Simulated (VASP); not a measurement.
# Ti (Pm-3m) in VASP: notebook

Runs on Ti. Level: PBEsol. Tasks: single point, relaxation of cell and atoms.

Everything below comes from runs of VASP 6.6.1. Logs are shortened: lines on timing, memory, paths and dates and some standing lists are left out, and cuts for length are marked.

### Step 1. The cell of the first run

The structure is cubic, space group Pm-3m (No. 221). The conventional cell has a = 2.589 Å, b = 2.589 Å, c = 2.589 Å, α = 90.00°, β = 90.00°, γ = 90.00°. Ti (site symmetry m-3m) has 6 Ti at 2.59 Å within 3.4 Å.

### Step 2. Single point, PBEsol

Contents of INCAR:

```
SYSTEM = Ti
ALGO = Normal
EDIFF = 1E-6
ENCUT = 520
GGA = PS
ISIF = 2
ISMEAR = -1
LASPH = .TRUE.
LCHARG = .FALSE.
LREAL = .FALSE.
LWAVE = .FALSE.
NBANDS = 12
NELM = 100
PREC = Accurate
SIGMA = 0.08
```

Contents of KPOINTS:

```
k-points
0
G
  15 15 15
  0 0 0
```

Contents of POSCAR:

```
Ti
1.0
    2.5894490055      0.0000000000      0.0000000000
    0.0000000000      2.5894490055      0.0000000000
    0.0000000000      0.0000000000      2.5894490055
Ti
1
Direct
    0.0000000000      0.0000000000      0.0000000000
```

Potentials or basis: VASP PAW PBE potentials, release 64 (Ti_sv).

Command:

```sh
$ cat potpaw_PBE.64/Ti_sv/POTCAR > POTCAR
$ mpirun -np 1 vasp_std > vasp.out
```

OUTCAR:

```text
SYSTEM = Ti
   EDIFF = 1E-6
   ENCUT = 520
   GGA = PS
   ISIF = 2
   ISMEAR = -1
   LASPH = .TRUE.
   LREAL = .FALSE.
   NELM = 100
   PREC = Accurate

 ion  position               nearest neighbor table
   1  0.000  0.000  0.000-

  LATTYP: Found a simple cubic cell.
 ALAT       =     2.5894490055

  Lattice vectors:

 A1 = (   2.5894490055,   0.0000000000,   0.0000000000)
 A2 = (   0.0000000000,   2.5894490055,   0.0000000000)
 A3 = (   0.0000000000,   0.0000000000,   2.5894490055)

Analysis of symmetry for initial positions (statically):
=====================================================================
 Subroutine PRICEL returns:
 Original cell was already a primitive cell.

 Routine SETGRP: Setting up the symmetry group for a
 simple cubic supercell.

 Subroutine GETGRP returns: Found 48 space group operations
 (whereof 48 operations were pure point group operations)
 out of a pool of 48 trial point group operations.

The static configuration has the point symmetry O_h .

Analysis of symmetry for dynamics (positions and initial velocities):
=====================================================================
 Subroutine PRICEL returns:
 Original cell was already a primitive cell.

 Routine SETGRP: Setting up the symmetry group for a
 simple cubic supercell.

 Subroutine GETGRP returns: Found 48 space group operations
 (whereof 48 operations were pure point group operations)
 out of a pool of 48 trial point group operations.

The dynamic configuration has the point symmetry O_h .

 Subroutine INISYM returns: Found 48 space group operations
 (whereof 48 operations are pure point group operations),
 and found     1 'primitive' translations

----------------------------------------------------------------------------------------

                                     Primitive cell

  volume of cell :      17.3629

  direct lattice vectors                    reciprocal lattice vectors
     2.589449006  0.000000000  0.000000000     0.386182542  0.000000000  0.000000000
     0.000000000  2.589449006  0.000000000     0.000000000  0.386182542  0.000000000
     0.000000000  0.000000000  2.589449006     0.000000000  0.000000000  0.386182542

  length of vectors
     2.589449006  2.589449006  2.589449006     0.386182542  0.386182542  0.386182542

  position of ions in fractional coordinates (direct lattice)
     0.000000000  0.000000000  0.000000000

  ion indices of the primitive-cell ions
   primitive index   ion index
                 1           1

----------------------------------------------------------------------------------------

 KPOINTS: k-points

Automatic generation of k-mesh.
 Grid dimensions read from file:
 generate k-points for:   15   15   15

 Generating k-lattice:

  Cartesian coordinates                     Fractional coordinates (reciprocal lattice)
     0.025745503  0.000000000  0.000000000     0.066666667  0.000000000  0.000000000
     0.000000000  0.025745503  0.000000000     0.000000000  0.066666667  0.000000000
     0.000000000  0.000000000  0.025745503     0.000000000  0.000000000  0.066666667

  Length of vectors
     0.025745503  0.025745503  0.025745503

  Shift w.r.t. Gamma in fractional coordinates (k-lattice)
     0.000000000  0.000000000  0.000000000

 Subroutine IBZKPT returns following result:
 ===========================================

 Found    120 irreducible k-points:

 Following reciprocal coordinates:
            Coordinates               Weight
  0.000000  0.000000  0.000000      1.000000
  0.066667  0.000000  0.000000      6.000000
  0.133333  0.000000  0.000000      6.000000
  0.200000  0.000000  0.000000      6.000000
  0.266667  0.000000  0.000000      6.000000
  0.333333  0.000000  0.000000      6.000000
[... 16 lines left out ...]
  0.266667  0.200000  0.000000     24.000000
  0.333333  0.200000  0.000000     24.000000
 [... further k-points ...]
   k-points           NKPTS =    120   k-points in BZ     NKDIM =    120   number of bands    NBANDS=     12
   number of dos      NEDOS =    301   number of ions     NIONS =      1
   total plane-waves  NPLWV =   8000
   dimension x,y,z NGX =    20 NGY =   20 NGZ =   20
   dimension x,y,z NGXF=    40 NGYF=   40 NGZF=   40
   ions per type =               1
   NGX,Y,Z   is equivalent  to a cutoff of  12.84, 12.84, 12.84 a.u.
   NGXF,Y,Z  is equivalent  to a cutoff of  25.68, 25.68, 25.68 a.u.
 SYSTEM =  Ti
   PREC   = accura    normal or accurate (medium, high low for compatibility)
   ISTART =      0    job   : 0-new  1-cont  2-samecut
   ICHARG =      2    charge: 1-file 2-atom 10-const
   ISPIN  =      1    spin polarized calculation?
   LNONCOLLINEAR =      F non collinear calculations
   LSORBIT =      F    spin-orbit coupling
   LASPH  =      T    aspherical Exc in radial PAW
   ENCUT  =  520.0 eV  38.22 Ry    6.18 a.u.   4.81  4.81  4.81*2*pi/ulx,y,z
   NELM   =    100;   NELMIN=  2; NELMDL= -5     # of ELM steps
   EDIFF  = 0.1E-05   stopping-criterion for ELM
   LREAL  =      F    real-space projection
   EDIFFG = 0.1E-04   stopping-criterion for IOM
   NSW    =      0    number of steps for IOM
   IBRION =     -1    ionic relax: 0-MD 1-quasi-New 2-CG
   NFREE  =      0    steps in history (QN), initial steepest desc. (CG)
   ISIF   =      2    stress and relaxation
   ISYM   =      2    0-nonsym 1-usesym 2-fastsym
   POTIM  = 0.5000    time-step for ionic-motion
   TEBEG  =    0.0;   TEEND  =   0.0 temperature during run
   PSTRESS=    0.0 pullay stress
   NELECT =      12.0000    total number of electrons
   NUPDOWN=      -1.0000    fix difference up-down
   EMIN   =  10.00;   EMAX   =-10.00  energy-range for DOS
   EFERMI =   0.00;   METHOD = LEGACY
   ISMEAR =    -1;   SIGMA  =   0.08  broadening in eV -4-tet -1-fermi 0-gaus
   EFERMI_NEDOS =   21; number of points for ismear=-14 and -15
   IALGO  =     38    algorithm
   IMIX   =      4    mixing-type and parameters
     AMIX     =   0.40;   BMIX     =  1.00
     AMIX_MAG =   1.60;   BMIX_MAG =  1.00
  volume/ion in A,a.u.               =      17.36       117.17
  Fermi-wavevector in a.u.,A,eV,Ry     =   1.447420  2.735227 28.504538  2.095024
  Thomas-Fermi vector in A             =   2.565377
   LORBIT       =      0    0 simple, 1 ext, 2 COOP (PROOUT), +10 PAW based schemes
   GGA     = PS    functional components
   LHFCALC =     F    Hartree Fock is set to
   AEXX    =    0.0000 exact exchange contribution
   IVDW    =     0    specifies the selected vdW correction
   LEPSILON=     F    determine dielectric tensor
   LRPA    =     F    only Hartree local field effects (RPA)
 non-spin polarized calculation
  energy-cutoff  :      520.00
  volume of cell :       17.36
 maximum number of plane-waves:       479
 NGX is ok and might be reduce to    20
   NGX =  9   NGY =  9   NGZ =  9

 number of electron      12.0000001 magnetization

 Free energy of the ion-electron system (eV)
  ---------------------------------------------------
  ext. energy  EPLUGINS =         0.00000000
  ---------------------------------------------------
  free energy    TOTEN  =        -7.52293438 eV

  energy without entropy =       -7.47725485  energy(sigma->0) =       -7.50009462

 E-fermi :   7.9882     XC(G=0): -11.5359

 val. band max:        7.9730733895   @ k =   0.4000   0.0667   0.0000
 cond. band min:       8.0235341982   @ k =   0.2000   0.2000   0.1333
 fundamental gap:      0.0504608087
 Fermi energy:         7.9882215196

 k-point     1 :       0.0000    0.0000    0.0000
  band No.  band energies     occupation
      1     -48.2793      2.00000
      2     -24.0713      2.00000
      3     -24.0713      2.00000
      4     -24.0713      2.00000
      5       2.1648      2.00000
      6       6.5995      2.00000
      7       6.5995      2.00000
      8      12.1697      0.00000
      9      12.1697      0.00000
     10      12.1697      0.00000
     11      24.2850      0.00000
     12      24.2850      0.00000

 k-point     2 :       0.0667    0.0000    0.0000
  band No.  band energies     occupation
      1     -48.2727      2.00000
      2     -24.1182      2.00000
      3     -24.0673      2.00000
      4     -24.0673      2.00000
      5       2.2865      2.00000
      6       6.6299      2.00000
      7       6.6913      2.00000
      8      12.0627      0.00000
      9      12.0627      0.00000
     10      12.1776      0.00000
     11      23.3674      0.00000
     12      24.4818      0.00000

 k-point     3 :       0.1333    0.0000    0.0000
  band No.  band energies     occupation
      1     -48.2538      2.00000
      2     -24.2498      2.00000
      3     -24.0560      2.00000
      4     -24.0560      2.00000
      5       2.6387      2.00000
      6       6.7171      2.00000
      7       6.9522      2.00000
      8      11.7733      0.00000
      9      11.7733      0.00000
     10      12.1999      0.00000
     11      21.6033      0.00000
     12      25.0418      0.00000
[... 286 lines left out ...]
 k-point    23 :       0.2667    0.2000    0.0000
  band No.  band energies     occupation
      1     -48.1416      2.00000
      2     -24.6108      2.00000
      3     -24.3742      2.00000
      4     -23.9891      2.00000
      5       4.6886      2.00000
      6       7.3860      1.99893
      7       8.3412      0.02397
      8      10.2889      0.00000
      9      11.0583      0.00000
     10      11.5737      0.00000
     11      18.9725      0.00000
     12      21.8067      0.00000

 k-point    24 :       0.3333    0.2000    0.0000
  band No.  band energies     occupation
      1     -48.1110      2.00000
      2     -24.8065      2.00000
      3     -24.3516      2.00000
      4     -23.9711      2.00000
      5       5.3205      2.00000
      6       7.4310      1.99811
      7       8.5061      0.00308
      8      10.4424      0.00000
      9      10.7147      0.00000
     10      11.6202      0.00000
     11      17.5391      0.00000
     12      22.5049      0.00000

 [... further k-points ...]

------------------------ aborting loop because EDIFF is reached ----------------------------------------

  FORCE on cell =-STRESS in cart. coord.  units (eV):
  Direction    XX          YY          ZZ          XY          YZ          ZX
  --------------------------------------------------------------------------------------
  -------------------------------------------------------------------------------------
  Total        0.0535366      0.0535366      0.0535366      0.0000000     -0.0000000      0.0000000
  in kB        4.9401409      4.9401409      4.9401409      0.0000000     -0.0000000      0.0000000
  external PRESSURE =       4.9401409 kB  Pullay stress =       0.0000000 kB

 VOLUME and BASIS-vectors are now :
 -----------------------------------------------------------------------------
  energy-cutoff  :      520.00
  volume of cell :       17.36
      direct lattice vectors                 reciprocal lattice vectors
     2.589449006  0.000000000  0.000000000     0.386182542  0.000000000  0.000000000
     0.000000000  2.589449006  0.000000000     0.000000000  0.386182542  0.000000000
     0.000000000  0.000000000  2.589449006     0.000000000  0.000000000  0.386182542

 POSITION                                       TOTAL-FORCE (eV/Angst)
 -----------------------------------------------------------------------------------
      0.00000      0.00000      0.00000         0.000000      0.000000      0.000000
 -----------------------------------------------------------------------------------
    total drift:                               -0.000000      0.000000     -0.000000

  FREE ENERGIE OF THE ION-ELECTRON SYSTEM (eV)
  ---------------------------------------------------
  free  energy   TOTEN  =        -7.5229343849 eV

  energy  without entropy=       -7.4772548528  energy(sigma->0) =       -7.50009462
```

It took 36 s on 1 thread of AMD EPYC 7R13, shared host; peak memory 0.11 GiB.

What came out:

```yaml
Free_energy: -7.5229 eV
Pressure: 0.5 GPa
Band_gap_on_the_k_mesh: zero (band 6 reaches 8.65 eV, above the bottom of band 7 at 6.60 eV)
```

Caveat: the PAW data sets were made with another functional, which shifts forces and pressure a little.

### Step 3. Single point, PBEsol

Contents of INCAR:

```
SYSTEM = Ti
PREC = Accurate
ENCUT = 520
EDIFF = 1E-6
ISMEAR = -1
SIGMA = 0.08
LREAL = .FALSE.
LASPH = .TRUE.
NELM = 80
ALGO = Normal
ISIF = 2
LWAVE = .FALSE.
LCHARG = .TRUE.
GGA = PS
LELF = .TRUE.
LVHAR = .TRUE.
NBANDS = 12
```

Contents of KPOINTS:

```
regular mesh
0
G
  15 15 15
  0 0 0
```

Contents of POSCAR:

```
Ti
1.0
    2.5894490056      0.0000000000      0.0000000000
    0.0000000000      2.5894490056      0.0000000000
    0.0000000000      0.0000000000      2.5894490056
Ti
1
Direct
    0.0000000000      0.0000000000      0.0000000000
```

Potentials or basis: VASP PAW PBE potentials, release 64 (Ti_sv).

Command:

```sh
$ cat potpaw_PBE.64/Ti_sv/POTCAR > POTCAR
$ mpirun -np 1 vasp_std > vasp.out
```

It took 32 s on 1 thread of AMD EPYC 7R13, shared host; peak memory 0.11 GiB.

The run converged. Its results:

```
Free energy            : -7.5229 eV
Pressure               : 0.5 GPa
Band gap on the k mesh : zero (band 6 reaches 8.65 eV, above the bottom of band 7 at 6.60 eV)
```

Levels at points of the mesh, in eV from the Fermi level:
```tsv
k point	band 2	band 3	band 4	band 5	band 6	band 7	band 8	band 9	band 10	band 11
(0.00, 0.00, 0.00)	-32.06	-32.06	-32.06	-5.82	-1.39	-1.39	4.18	4.18	4.18	16.30
```

Caveat: the PAW data sets were made with another functional, which shifts forces and pressure a little.

### Step 4. Relaxation of cell and atoms, PBEsol, target pressure 0.59 GPa, at which the enthalpy is minimised

Contents of INCAR:

```
SYSTEM = Ti
PREC = Accurate
ENCUT = 600
EDIFF = 1E-6
ISMEAR = -1
SIGMA = 0.08
LREAL = .False.
LASPH = .True.
NELM = 80
ALGO = Normal
ISIF = 3
LWAVE = .False.
LCHARG = .False.
GGA = PS
IBRION = 2
NSW = 32
EDIFFG = -0.005
PSTRESS = 5.8999999999999995
```

Contents of KPOINTS:

```
Automatic mesh
0
Gamma
  15 15 15
  0 0 0
```

POSCAR is that of step 3.

Command:

```sh
$ cat potpaw_PBE.64/Ti_sv/POTCAR > POTCAR
$ mpirun -np 1 vasp_std > vasp.out
```

Wall time 80 s (1 thread of AMD EPYC 7R13, shared host); peak memory 0.13 GiB.

It converged, with:

- Free energy: -7.5229 eV
- Relaxed volume: 17.34 Å³/atom
- Relaxed cell: a = 2.588 Å, b = 2.588 Å, c = 2.588 Å, α = 90.00°, β = 90.00°, γ = 90.00°
- Space group after relaxing (to 0.05 Å): Pm-3m (No. 221)
- Energy change on relaxing (the enthalpy is what falls): +0.1 meV/atom
- Ionic steps: 2
- Pressure after relaxing: 0.6 GPa
- Band gap on the k mesh: zero (band 6 reaches 8.67 eV, above the bottom of band 7 at 6.61 eV)

Final structure:
```
Ti
1.0
     2.58821    0.00000    0.00000
     0.00000    2.58821    0.00000
     0.00000    0.00000    2.58821
Ti
1
Direct
  0.00000 0.00000 0.00000
```

Levels at points of the mesh, in eV from the Fermi level:
```csv
k point,band 2,band 3,band 4,band 5,band 6,band 7,band 8,band 9,band 10
"(0.00, 0.00, 0.00)",-32.06,-32.06,-32.06,-5.83,-1.39,-1.39,4.19,4.19,4.19
```

Caveat: the cell is relaxed towards a set pressure, so the enthalpy falls and the energy may rise; the PAW data sets were made with another functional, which shifts forces and pressure a little.

### Step 5. Relaxation of cell and atoms, PBEsol, target pressure 0.59 GPa, at which the enthalpy is minimised

This run uses another cell than the first one, of 17.94 Å³/atom, 1.033 times its volume.

Contents of INCAR:

```
PREC     = Accurate       # precision mode
ENCUT    = 600            # plane-wave cutoff, eV
EDIFF    = 1E-6           # SCF threshold, eV
ISMEAR   = -1             # smearing method
SIGMA    = 0.08           # smearing width, eV
LREAL    = False          # projectors in reciprocal space
LASPH    = True           # aspherical terms in the spheres
NELM     = 100            # most SCF steps
ALGO     = Normal         # electronic algorithm
ISIF     = 3              # what is computed and relaxed
LWAVE    = False          # write WAVECAR
LCHARG   = False          # write CHGCAR
GGA      = PS             # functional
IBRION   = 2              # ionic algorithm
NSW      = 60             # ionic steps
EDIFFG   = -0.005         # ionic threshold
PSTRESS  = 5.8999999999999995
```

Contents of KPOINTS:

```
regular mesh
0
Gamma
  15 15 15
```

Contents of POSCAR:

```
Ti
1.0
    2.6176525152      0.0000000000      0.0000000000
    0.0000000000      2.6176525152      0.0000000000
    0.0000000000      0.0000000000      2.6176525152
Ti
1
Direct
    0.0000000000      0.0000000000      0.0000000000
```

Command:

```sh
$ cat potpaw_PBE.64/Ti_sv/POTCAR > POTCAR
$ mpirun -np 1 vasp_std > vasp.out
```

Wall time 99 s (1 thread of AMD EPYC 7R13, shared host); peak memory 0.13 GiB.

Results (log left out):

- Free energy: -7.5232 eV
- Relaxed volume: 17.33 Å³/atom
- Relaxed cell: a = 2.588 Å, b = 2.588 Å, c = 2.588 Å, α = 90.00°, β = 90.00°, γ = 90.00°
- Space group after relaxing (to 0.05 Å): Pm-3m (No. 221)
- Energy change on relaxing (the enthalpy is what falls): -3.1 meV/atom
- Ionic steps: 3
- Pressure after relaxing: 0.6 GPa
- Band gap on the k mesh: zero (band 6 reaches 8.67 eV, above the bottom of band 7 at 6.61 eV)

The path:
```tsv
step	energy change (eV)	largest force (eV/Å)	pressure (GPa)	volume (Å³)
1	0.0000	0.0000	-2.13	17.94
2	-0.0019	0.0000	1.47	17.16
3	-0.0031	0.0000	0.61	17.33
```

Final structure:
```cif
data_structure
_symmetry_space_group_name_H-M 'P 1'
_symmetry_Int_Tables_number 1
_cell_length_a 2.5879
_cell_length_b 2.5879
_cell_length_c 2.5879
_cell_angle_alpha 90.000
_cell_angle_beta 90.000
_cell_angle_gamma 90.000
_cell_volume 17.33
loop_
_atom_site_label
_atom_site_type_symbol
_atom_site_fract_x
_atom_site_fract_y
_atom_site_fract_z
_atom_site_occupancy
Ti1 Ti 0.00000 0.00000 0.00000 1
```

Levels at points of the mesh, in eV from the Fermi level:
```tsv
k point	band 4	band 5	band 6	band 7	band 8	band 9
(0.00, 0.00, 0.00)	-32.06	-5.83	-1.39	-1.39	4.19	4.19
```

Caveat: the cell is relaxed towards a set pressure, so the enthalpy falls and the energy may rise; the PAW data sets were made with another functional, which shifts forces and pressure a little.

### Step 6. Summary

| task | cell | cutoff (eV) | gap on the mesh (eV) | pressure (GPa) |
| --- | --- | --- | --- | --- |
| single point | a = 2.589 Å, 1 atom | 520 | none | 0.5 |
| relaxation of cell and atoms | relaxed to 0.59 GPa from a = 2.589 Å, 1 atom | 600 | none | 0.6 |
| relaxation of cell and atoms | relaxed to 0.59 GPa from a = 2.618 Å, 1 atom | 600 | none | 0.6 |

Alike in all rows: level PBEsol; potentials or basis VASP PAW PBE potentials, release 64 (Ti_sv); no spin polarisation; k mesh 15 × 15 × 15; smearing fermi-dirac 0.08 eV.

Caveats: the PAW data sets were made with another functional, which shifts forces and pressure a little; the cell is relaxed towards a set pressure, so the enthalpy falls and the energy may rise (some runs).

Absolute energies hang on the potentials; compare differences alone.
